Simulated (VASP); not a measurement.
# TiC (Fm-3m) in VASP: further runs, part 2 of 2

VASP 6.6.1.

### 3 Single point, RPBE

This run uses another cell than the first one, of 10.36 Å³/atom, 1.019 times its volume.

INCAR reads:

```
ALGO = Normal
EDIFF = 1E-7
ENCUT = 520
GGA = RP
ISIF = 2
ISMEAR = -1
LASPH = True
LCHARG = True
LELF = True
LREAL = False
LVHAR = True
LWAVE = False
NBANDS = 15
NELM = 60
PREC = Accurate
SIGMA = 0.05
```

KPOINTS reads:

```
k-points
0
Gamma
  11 11 11
```

POSCAR reads:

```
TiC
1.0
    0.0000000000      2.1797931837      2.1797931837
    2.1797931837      0.0000000000      2.1797931837
    2.1797931837      2.1797931837      0.0000000000
Ti C
1 1
Direct
    0.0000000000      0.0000000000      0.0000000000
    0.5000000000      0.5000000000      0.5000000000
```

Potentials or basis: VASP PAW PBE potentials, release 64 (Ti_sv, C).

Run with:

```bash
> cat potpaw_PBE.64/Ti_sv/POTCAR potpaw_PBE.64/C/POTCAR > POTCAR
> mpirun -np 1 vasp_std > vasp.out
```

OUTCAR:

```text
EDIFF = 1E-7
   ENCUT = 520
   GGA = RP
   ISIF = 2
   ISMEAR = -1
   LASPH = True
   LREAL = False
   NELM = 60
   PREC = Accurate

 ion  position               nearest neighbor table
   1  0.000  0.000  0.000-   2 2.18   2 2.18   2 2.18   2 2.18   2 2.18   2 2.18
   2  0.500  0.500  0.500-   1 2.18   1 2.18   1 2.18   1 2.18   1 2.18   1 2.18

  LATTYP: Found a face centered cubic cell.
 ALAT       =     4.3595863674

  Lattice vectors:

 A1 = (   0.0000000000,   2.1797931837,   2.1797931837)
 A2 = (   2.1797931837,   0.0000000000,   2.1797931837)
 A3 = (   2.1797931837,   2.1797931837,   0.0000000000)

Analysis of symmetry for initial positions (statically):
=====================================================================
 Subroutine PRICEL returns:
 Original cell was already a primitive cell.

 Routine SETGRP: Setting up the symmetry group for a
 face centered cubic supercell.

 Subroutine GETGRP returns: Found 48 space group operations
[... 9 lines left out ...]

 Routine SETGRP: Setting up the symmetry group for a
 face centered cubic supercell.

 Subroutine GETGRP returns: Found 48 space group operations
[... 11 lines left out ...]
                                     Primitive cell

  volume of cell :      20.7146

  direct lattice vectors                    reciprocal lattice vectors
     0.000000000  2.179793184  2.179793184    -0.229379559  0.229379559  0.229379559
     2.179793184  0.000000000  2.179793184     0.229379559 -0.229379559  0.229379559
     2.179793184  2.179793184  0.000000000     0.229379559  0.229379559 -0.229379559

  length of vectors
     3.082693084  3.082693084  3.082693084     0.397297051  0.397297051  0.397297051

  position of ions in fractional coordinates (direct lattice)
[... 8 lines left out ...]
----------------------------------------------------------------------------------------

 KPOINTS: k-points

Automatic generation of k-mesh.
 Grid dimensions read from file:
 generate k-points for:   11   11   11

 Generating k-lattice:

  Cartesian coordinates                     Fractional coordinates (reciprocal lattice)
    -0.020852687  0.020852687  0.020852687     0.090909091  0.000000000  0.000000000
[... 83 lines left out ...]
   LORBIT       =      0    0 simple, 1 ext, 2 COOP (PROOUT), +10 PAW based schemes
   GGA     = RP    functional components
   LHFCALC =     F    Hartree Fock is set to
   AEXX    =    0.0000 exact exchange contribution
   IVDW    =     0    specifies the selected vdW correction
   LEPSILON=     F    determine dielectric tensor
   LRPA    =     F    only Hartree local field effects (RPA)
 non-spin polarized calculation
  energy-cutoff  :      520.00
  volume of cell :       20.71
 maximum number of plane-waves:       568
   NGX = 11   NGY = 11   NGZ = 11

 number of electron      15.9999997 magnetization

 Free energy of the ion-electron system (eV)
  ---------------------------------------------------
  ext. energy  EPLUGINS =         0.00000000
  ---------------------------------------------------
  free energy    TOTEN  =       -17.80603660 eV

  energy without entropy =      -17.80366453  energy(sigma->0) =      -17.80485057

 E-fermi :   9.3673     XC(G=0): -12.5011

 val. band max:        9.2344435116   @ k =   0.1818   0.1818   0.0000
 cond. band min:       9.4602905155   @ k =   0.0909   0.0000   0.0000
 fundamental gap:      0.2258470039
 Fermi energy:         9.3673275067

 k-point     1 :       0.0000    0.0000    0.0000
  band No.  band energies     occupation
      1     -47.4894      2.00000
      2     -23.4532      2.00000
      3     -23.4532      2.00000
      4     -23.4532      2.00000
      5      -3.0692      2.00000
      6      10.0058      0.00001
      7      10.0058      0.00001
      8      10.0058      0.00001
      9      10.9554      0.00000
     10      10.9554      0.00000
     11      10.9554      0.00000
     12      10.9663      0.00000
     13      10.9664      0.00000
     14      19.4837      0.00000
[... 401 lines left out ...]
      2     -23.7034      2.00000
      3     -23.5519      2.00000
      4     -23.4718      2.00000
      5      -1.3936      2.00000
      6       6.0944      2.00000
      7       7.1784      2.00000
      8       7.4112      2.00000
      9      10.8342      0.00000
     10      11.8896      0.00000
     11      12.8085      0.00000
     12      13.5374      0.00000
     13      16.3941      0.00000
     14      20.8717      0.00000
     15      22.5999      0.00000

 [... further k-points ...]
[... 5 lines left out ...]
  --------------------------------------------------------------------------------------
  -------------------------------------------------------------------------------------
  Total        0.0282414      0.0282414      0.0282414     -0.0000000      0.0000000     -0.0000000
  in kB        2.1843470      2.1843470      2.1843470     -0.0000000      0.0000000     -0.0000000
  external PRESSURE =       2.1843470 kB  Pullay stress =       0.0000000 kB

 VOLUME and BASIS-vectors are now :
 -----------------------------------------------------------------------------
  energy-cutoff  :      520.00
  volume of cell :       20.71
      direct lattice vectors                 reciprocal lattice vectors
     0.000000000  2.179793184  2.179793184    -0.229379559  0.229379559  0.229379559
     2.179793184  0.000000000  2.179793184     0.229379559 -0.229379559  0.229379559
     2.179793184  2.179793184  0.000000000     0.229379559  0.229379559 -0.229379559

 POSITION                                       TOTAL-FORCE (eV/Angst)
 -----------------------------------------------------------------------------------
      0.00000      0.00000      0.00000         0.000000      0.000000     -0.000000
      2.17979      2.17979      2.17979        -0.000000     -0.000000      0.000000
 -----------------------------------------------------------------------------------
    total drift:                                0.000000     -0.000000     -0.000000

  FREE ENERGIE OF THE ION-ELECTRON SYSTEM (eV)
  ---------------------------------------------------
  free  energy   TOTEN  =       -17.8060366012 eV

  energy  without entropy=      -17.8036645310  energy(sigma->0) =      -17.80485057
```

stdout:

```text
POSCAR found type information on POSCAR TiC
 POSCAR found :  2 types and       2 ions
 scaLAPACK will be used
 -----------------------------------------------------------------------------
|                                                                             |
|                                                                             |
|     You enforced a specific xc type in the INCAR file but a different       |
|     I HOPE YOU KNOW WHAT YOU ARE DOING!                                     |
|                                                                             |
 -----------------------------------------------------------------------------

 LDA part: xc-table for (Slater+PW92), standard interpolation
 POSCAR, INCAR and KPOINTS ok, starting setup
 FFT: planning ... GRIDC
 FFT: planning ... GRID_SOFT
 FFT: planning ... GRID
 WAVECAR not read
 entering main loop
```

Run time: 39 s. Hardware: 1 thread of AMD EPYC 7R43 (Zen 3), shared host; peak memory 0.11 GiB.

Results:

```
Free energy            : -17.8060 eV
Pressure               : 0.2 GPa
Band gap on the k mesh : zero (band 8 reaches 10.01 eV, above the bottom of band 9 at 8.90 eV)
```

Caveat: the PAW data sets were made with another functional, which shifts forces and pressure a little.
